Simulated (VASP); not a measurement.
Wanted: the native input for a VASP 6.6.1 run.

| Property | Result |
| --- | --- |
| Task | single point |
| Functional | r2SCAN |
| Potentials or basis | VASP PAW PBE potentials, release 64 (Ru_pv) |
| Cutoff | 520 eV |
| k mesh | 11 × 11 × 6 |
| Occupations | fermi-dirac, width 0.05 eV |
| Spin | no spin polarisation |
| Dipole correction | no |
| Further INCAR settings | ALGO = Normal; EDIFF = 1e-07; NBANDS = 21 |

The system is Ru.

```
Ru
1.0
     2.68764    0.00000    0.00000
    -1.34382    2.32756    0.00000
     0.00000    0.00000    4.25316
Ru
2
Direct
  0.66667 0.33333 0.75000
  0.33333 0.66667 0.25000
```

The input as run:

POSCAR

```
Ru
1.0
    2.6876397213      0.0000000000      0.0000000000
   -1.3438198606      2.3275642749      0.0000000000
    0.0000000000      0.0000000000      4.2531615502
Ru
2
Direct
    0.6666666667      0.3333333333      0.7500000000
    0.3333333333      0.6666666667      0.2500000000
```

INCAR.step1

```
SYSTEM = Ru
ALGO = Normal ; EDIFF = 1E-4
ENCUT = 520 ; GGA = PE
ISMEAR = -1 ; LASPH = .True.
LCHARG = .False. ; LREAL = .False.
LWAVE = .True. ; NBANDS = 21
NELM = 80 ; PREC = Accurate
SIGMA = 0.05
```

INCAR.step2

```
SYSTEM = Ru
ALGO = Normal ; EDIFF = 1E-7
ENCUT = 520 ; ISIF = 2
ISMEAR = -1 ; ISTART = 1
LASPH = .True. ; LCHARG = .False.
LMIXTAU = .True. ; LREAL = .False.
LWAVE = .False. ; METAGGA = R2SCAN
NBANDS = 21 ; NELM = 80
PREC = Accurate ; SIGMA = 0.05
```

KPOINTS

```
k-points
0
Gamma
  11 11 6
  0 0 0
```

Potentials or basis: VASP PAW PBE potentials, release 64 (Ru_pv).

The run is started by

```sh
$ cat potpaw_PBE.64/Ru_pv/POTCAR > POTCAR
$ cp INCAR.step1 INCAR
$ mpirun -np 1 vasp_std > vasp.out
$ cp INCAR.step2 INCAR
$ mpirun -np 1 vasp_std > vasp.out
```

Results of the run:

```
Pressure               : 6.6 GPa
Band gap on the k mesh : zero (bands 14 and 15 overlap by 3.31 eV)
```

Caveat: the cell stands under pressure; an empty level that is flat over the whole mesh can mark a ghost state of the potentials, or a narrow d or f band; the PAW data sets were made with another functional, which shifts forces and pressure a little.

Run time: 3.8 min on 1 thread of Intel Xeon 8259CL, on a shared host, peak memory 0.16 GiB.
